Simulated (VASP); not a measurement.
# WSe2 (P6_3/mmc) in VASP: relaxation of cell and atoms with PBE

Aim: the relaxation of cell and atoms of WSe2 with PBE.

All numbers are computed with VASP 6.6.1; they aren't measurements. Logs are shortened: lines on timing, memory, paths and dates and some standing lists are left out, and cuts for length are marked.

## Step 1: The cell of the first run

It takes space group P6_3/mmc (No. 194, hexagonal). Conventional cell: a = 3.321 Å, b = 3.321 Å, c = 15.252 Å, α = 90.00°, β = 90.00°, γ = 120.00°. W (site symmetry -6m2) has 6 Se at 2.55 Å and 6 W at 3.32 Å within 3.4 Å. Se (site symmetry 3m) has 3 W at 2.55 Å and 7 Se at 3.32 to 3.36 Å within 3.4 Å.

## Step 2: Relaxation of cell and atoms, PBE

The input, INCAR:

```
SYSTEM = WSe2
PREC     = Accurate       ! precision mode
ENCUT    = 600            ! plane-wave cutoff, eV
EDIFF    = 1E-6           ! SCF threshold, eV
ISMEAR   = 0              ! smearing method
SIGMA    = 0.02           ! smearing width, eV
LREAL    = .FALSE.        ! projectors in reciprocal space
LASPH    = .TRUE.         ! aspherical terms in the spheres
NELM     = 60             ! most SCF steps
ALGO     = Normal         ! electronic algorithm
ISIF     = 3              ! what is computed and relaxed
LWAVE    = .FALSE.        ! write WAVECAR
LCHARG   = .FALSE.        ! write CHGCAR
GGA      = PE             ! functional
IBRION   = 2              ! ionic algorithm
NSW      = 100            ! ionic steps
EDIFFG   = -0.01          ! ionic threshold
```

The input, KPOINTS:

```
Automatic mesh
0
G
  12 12 2
  0 0 0
```

The input, POSCAR:

```
WSe2
1.0
    3.3206565896      0.0000000000      0.0000000000
   -1.6603282948      2.8757729638      0.0000000000
    0.0000000000      0.0000000000     15.2519276725
W Se
2 4
Direct
    0.3333333333      0.6666666667      0.2500000000
    0.6666666667      0.3333333333      0.7500000000
    0.3333333333      0.6666666667      0.6399761126
    0.6666666667      0.3333333333      0.1399761126
    0.3333333333      0.6666666667      0.8600238874
    0.6666666667      0.3333333333      0.3600238874
```

Potentials or basis: VASP PAW PBE potentials, release 64 (W_sv, Se).

On the command line:

```sh
$ cat potpaw_PBE.64/W_sv/POTCAR potpaw_PBE.64/Se/POTCAR > POTCAR
$ mpirun -np 1 vasp_std > vasp.out
```

OUTCAR:

```text
SYSTEM = WSe2
   PREC = Accurate
   ENCUT = 600
   EDIFF = 1E-6
   ISMEAR = 0
   LREAL = .FALSE.
   LASPH = .TRUE.
   NELM = 60
   ISIF = 3
   GGA = PE
   IBRION = 2
   NSW = 100
   EDIFFG = -0.01

 ion  position               nearest neighbor table
   1  0.333  0.667  0.250-   4 2.55   6 2.55   4 2.55   6 2.55   4 2.55   6 2.55
   2  0.667  0.333  0.750-   3 2.55   5 2.55   3 2.55   5 2.55   3 2.55   5 2.55
   3  0.333  0.667  0.640-   2 2.55   2 2.55   2 2.55
   4  0.667  0.333  0.140-   1 2.55   1 2.55   1 2.55
   5  0.333  0.667  0.860-   2 2.55   2 2.55   2 2.55
   6  0.667  0.333  0.360-   1 2.55   1 2.55   1 2.55

  LATTYP: Found a hexagonal cell.
 ALAT       =     3.3206565896
 C/A-ratio  =     4.5930457610

  Lattice vectors:

 A1 = (   3.3206565896,   0.0000000000,   0.0000000000)
 A2 = (  -1.6603282948,   2.8757729638,   0.0000000000)
 A3 = (   0.0000000000,   0.0000000000,  15.2519276725)

Analysis of symmetry for initial positions (statically):
=====================================================================
 Subroutine PRICEL returns:
 Original cell was already a primitive cell.

 Routine SETGRP: Setting up the symmetry group for a
 hexagonal supercell.

 Subroutine GETGRP returns: Found 24 space group operations
 (whereof 12 operations were pure point group operations)
 out of a pool of 24 trial point group operations.

The static configuration has the point symmetry D_3d.
 The point group associated with its full space group is D_6h.

Analysis of symmetry for dynamics (positions and initial velocities):
=====================================================================
 Subroutine PRICEL returns:
 Original cell was already a primitive cell.

 Routine SETGRP: Setting up the symmetry group for a
 hexagonal supercell.

 Subroutine GETGRP returns: Found 24 space group operations
 (whereof 12 operations were pure point group operations)
 out of a pool of 24 trial point group operations.

The dynamic configuration has the point symmetry D_3d.
 The point group associated with its full space group is D_6h.

 Subroutine INISYM returns: Found 24 space group operations
 (whereof 12 operations are pure point group operations),
 and found     1 'primitive' translations

----------------------------------------------------------------------------------------

                                     Primitive cell

  volume of cell :     145.6476

  direct lattice vectors                    reciprocal lattice vectors
     3.320656590  0.000000000  0.000000000     0.301145262  0.173866298  0.000000000
    -1.660328295  2.875772964  0.000000000     0.000000000  0.347732597  0.000000000
     0.000000000  0.000000000 15.251927673     0.000000000  0.000000000  0.065565483

  length of vectors
     3.320656590  3.320656590 15.251927673     0.347732597  0.347732597  0.065565483

  position of ions in fractional coordinates (direct lattice)
     0.333333333  0.666666667  0.250000000
     0.666666667  0.333333333  0.750000000
     0.333333333  0.666666667  0.639976113
     0.666666667  0.333333333  0.139976113
     0.333333333  0.666666667  0.860023887
     0.666666667  0.333333333  0.360023887

  ion indices of the primitive-cell ions
   primitive index   ion index
                 1           1
                 2           2
                 3           3
                 4           4
                 5           5
                 6           6

----------------------------------------------------------------------------------------

 KPOINTS: Automatic mesh

Automatic generation of k-mesh.
 Grid dimensions read from file:
 generate k-points for:   12   12    2

 Generating k-lattice:

  Cartesian coordinates                     Fractional coordinates (reciprocal lattice)
     0.025095439  0.014488858  0.000000000     0.083333333  0.000000000  0.000000000
     0.000000000  0.028977716  0.000000000     0.000000000  0.083333333  0.000000000
     0.000000000  0.000000000  0.032782741     0.000000000  0.000000000  0.500000000

  Length of vectors
     0.028977716  0.028977716  0.032782741

  Shift w.r.t. Gamma in fractional coordinates (k-lattice)
     0.000000000  0.000000000  0.000000000

 Subroutine IBZKPT returns following result:
 ===========================================

 Found     38 irreducible k-points:

 Following reciprocal coordinates:
            Coordinates               Weight
  0.000000  0.000000  0.000000      1.000000
  0.083333 -0.000000  0.000000      6.000000
  0.166667 -0.000000  0.000000      6.000000
  0.250000 -0.000000  0.000000      6.000000
  0.333333  0.000000  0.000000      6.000000
  0.416667 -0.000000  0.000000      6.000000
[... 16 lines left out ...]
  0.250000 -0.000000  0.500000      6.000000
  0.333333  0.000000  0.500000      6.000000
 [... further k-points ...]
   k-points           NKPTS =     38   k-points in BZ     NKDIM =     38   number of bands    NBANDS=     31
   number of dos      NEDOS =    301   number of ions     NIONS =      6
   total plane-waves  NPLWV =  98784
   dimension x,y,z NGX =    28 NGY =   28 NGZ =  126
   dimension x,y,z NGXF=    56 NGYF=   56 NGZF=  252
   ions per type =               2   4
   NGX,Y,Z   is equivalent  to a cutoff of  14.02, 14.02, 13.73 a.u.
   NGXF,Y,Z  is equivalent  to a cutoff of  28.04, 28.04, 27.47 a.u.
 SYSTEM =  WSe2
   PREC   = accura    normal or accurate (medium, high low for compatibility)
   ISTART =      0    job   : 0-new  1-cont  2-samecut
   ICHARG =      2    charge: 1-file 2-atom 10-const
   ISPIN  =      1    spin polarized calculation?
   LNONCOLLINEAR =      F non collinear calculations
   LSORBIT =      F    spin-orbit coupling
   LASPH  =      T    aspherical Exc in radial PAW
   ENCUT  =  600.0 eV  44.10 Ry    6.64 a.u.   6.63  6.63 30.46*2*pi/ulx,y,z
   NELM   =     60;   NELMIN=  2; NELMDL= -5     # of ELM steps
   EDIFF  = 0.1E-05   stopping-criterion for ELM
   LREAL  =      F    real-space projection
   EDIFFG = -.1E-01   stopping-criterion for IOM
   NSW    =    100    number of steps for IOM
   IBRION =      2    ionic relax: 0-MD 1-quasi-New 2-CG
   NFREE  =      1    steps in history (QN), initial steepest desc. (CG)
   ISIF   =      3    stress and relaxation
   ISYM   =      2    0-nonsym 1-usesym 2-fastsym
   POTIM  = 0.5000    time-step for ionic-motion
   TEBEG  =    0.0;   TEEND  =   0.0 temperature during run
   PSTRESS=    0.0 pullay stress
   NELECT =      52.0000    total number of electrons
   NUPDOWN=      -1.0000    fix difference up-down
   EMIN   =  10.00;   EMAX   =-10.00  energy-range for DOS
   EFERMI =   0.00;   METHOD = LEGACY
   ISMEAR =     0;   SIGMA  =   0.02  broadening in eV -4-tet -1-fermi 0-gaus
   EFERMI_NEDOS =   21; number of points for ismear=-14 and -15
   IALGO  =     38    algorithm
   IMIX   =      4    mixing-type and parameters
     AMIX     =   0.40;   BMIX     =  1.00
     AMIX_MAG =   1.60;   BMIX_MAG =  1.00
  volume/ion in A,a.u.               =      24.27       163.81
  Fermi-wavevector in a.u.,A,eV,Ry     =   1.161381  2.194693 18.351628  1.348807
  Thomas-Fermi vector in A             =   2.297954
   LORBIT       =      0    0 simple, 1 ext, 2 COOP (PROOUT), +10 PAW based schemes
   GGA     = PE    functional components
   LHFCALC =     F    Hartree Fock is set to
   AEXX    =    0.0000 exact exchange contribution
   IVDW    =     0    specifies the selected vdW correction
   LEPSILON=     F    determine dielectric tensor
   LRPA    =     F    only Hartree local field effects (RPA)
 conjugate gradient relaxation of ions
 non-spin polarized calculation
 Gauss-broadening in eV      SIGMA  =   0.02
  energy-cutoff  :      600.00
  volume of cell :      145.65
 maximum number of plane-waves:      4909
 NGX is ok and might be reduce to    28
   NGX = 13   NGY = 13   NGZ = 61

--------------------------------------- Ionic step        1  -------------------------------------------

 number of electron      51.9999998 magnetization

 Free energy of the ion-electron system (eV)
  ---------------------------------------------------
  ext. energy  EPLUGINS =         0.00000000
  ---------------------------------------------------
  free energy    TOTEN  =       -43.25716049 eV

  energy without entropy =      -43.25716049  energy(sigma->0) =      -43.25716049

------------------------ aborting loop because EDIFF is reached ----------------------------------------

  FORCE on cell =-STRESS in cart. coord.  units (eV):
  Direction    XX          YY          ZZ          XY          YZ          ZX
  --------------------------------------------------------------------------------------
  -------------------------------------------------------------------------------------
  Total        0.2152322      0.2152322      0.3106091      0.0000000     -0.0000000      0.0000000
  in kB        2.3676334      2.3676334      3.4168152      0.0000000     -0.0000000      0.0000000
  external PRESSURE =       2.7173606 kB  Pullay stress =       0.0000000 kB
[... 65 lines left out ...]
  energy  without entropy=      -43.2560782299  energy(sigma->0) =      -43.25607823

--------------------------------------- Ionic step        3  -------------------------------------------

 number of electron      51.9999999 magnetization

 Free energy of the ion-electron system (eV)
  ---------------------------------------------------
  ext. energy  EPLUGINS =         0.00000000
  ---------------------------------------------------
  free energy    TOTEN  =       -43.25746607 eV

  energy without entropy =      -43.25746607  energy(sigma->0) =      -43.25746607

 E-fermi :   4.3512     XC(G=0):  -9.5105

 val. band max:        4.1437650266   @ k =   0.3333   0.3333   0.0000
 cond. band min:       5.6137916930   @ k =   0.1667   0.1667   0.0000
 fundamental gap:      1.4700266665
 Fermi energy:         4.3512257940

 k-point     1 :       0.0000    0.0000    0.0000
  band No.  band energies     occupation
      1     -69.9649      2.00000
      2     -69.9649      2.00000
      3     -34.1816      2.00000
      4     -34.1816      2.00000
      5     -34.0809      2.00000
      6     -34.0809      2.00000
[... 805 lines left out ...]
     30       6.3590      0.00000
     31       7.3369      0.00000

 [... further k-points ...]

------------------------ aborting loop because EDIFF is reached ----------------------------------------

  FORCE on cell =-STRESS in cart. coord.  units (eV):
  Direction    XX          YY          ZZ          XY          YZ          ZX
  --------------------------------------------------------------------------------------
  -------------------------------------------------------------------------------------
  Total        0.0142407      0.0142407      0.0058301      0.0000000      0.0000000     -0.0000000
  in kB        0.1563574      0.1563574      0.0640117      0.0000000      0.0000000     -0.0000000
  external PRESSURE =       0.1255755 kB  Pullay stress =       0.0000000 kB
[... 21 lines left out ...]
  FREE ENERGIE OF THE ION-ELECTRON SYSTEM (eV)
  ---------------------------------------------------
  free  energy   TOTEN  =       -43.2574660670 eV

  energy  without entropy=      -43.2574660670  energy(sigma->0) =      -43.25746607

 reached required accuracy - stopping structural energy minimisation
```

Wall time 4.3 min (1 thread of AMD EPYC 9R45 (Zen 5), shared host); peak memory 0.4 GiB.

Results:

| Property | Result |
| --- | --- |
| Free energy | -43.2575 eV |
| Relaxed volume | 24.32 Å³/atom |
| Relaxed cell | a = 3.322 Å, b = 3.322 Å, c = 15.264 Å, α = 90.00°, β = 90.00°, γ = 120.00° |
| Space group after relaxing (to 0.1 Å) | P6_3/mmc (No. 194) |
| Energy gained by relaxing | 0.1 meV/atom |
| Ionic steps | 3 |
| Pressure after relaxing | 0.0 GPa |
| Band gap on the k mesh | 1.47 eV (least direct gap 1.52 eV) |

Step by step:
| step | energy change (eV) | largest force (eV/Å) | pressure (GPa) | volume (Å³) |
| --- | --- | --- | --- | --- |
| 1 | 0.0000 | 0.0467 | 0.27 | 145.65 |
| 2 | 0.0011 | 0.0974 | -0.56 | 146.52 |
| 3 | -0.0003 | 0.0003 | 0.01 | 145.92 |

Final structure:
```
W Se
1.0
     3.32248    0.00000    0.00000
    -1.66124    2.87735    0.00000
     0.00000    0.00000   15.26401
W Se
2 4
Direct
  0.33333 0.66667 0.25000
  0.66667 0.33333 0.75000
  0.33333 0.66667 0.63993
  0.66667 0.33333 0.13993
  0.33333 0.66667 0.86007
  0.66667 0.33333 0.36007
```

Caveat: spin-orbit coupling is left out, which moves the levels of the heavy elements; this functional lacks dispersion, which binds layers or chains, so the pressure and a relaxed spacing across them are unreliable.
